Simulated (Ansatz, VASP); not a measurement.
## Two plane-wave programs on Si2Mo

```
CELL_PARAMETERS angstrom
-1.60825 1.60825 3.93712
1.60825 -1.60825 3.93712
1.60825 1.60825 -3.93712
ATOMIC_POSITIONS crystal
Mo 0.00000 0.00000 0.00000
Si 0.33506 0.33506 0.00000
Si 0.66494 0.66494 0.00000
```

Alike in both runs: functional PBE; k mesh 15 × 15 × 15; occupations fermi-dirac, width 0.1 eV; no spin polarisation.

Ansatz relaxed the structure, and its values are those at the end. VASP's run is a single point on that final structure, the one shown.

|  | VASP | Ansatz |
| --- | --- | --- |
| version | VASP 6.6.1 | Ansatz 0.2.0 |
| potentials or method | VASP PAW PBE potentials, release 64 (Mo_sv, Si) | PAW with Ansatz's default frozen-core files, scalar-relativistic |
| plane-wave cutoff (eV) | 520 | 420 |
| valence electrons in the cell | 22 | 22 |

Ansatz gave:

```
pressure (GPa) : 0.0
```

Task: Estimate VASP's values.

Result: Pressure (GPa): 0.2.
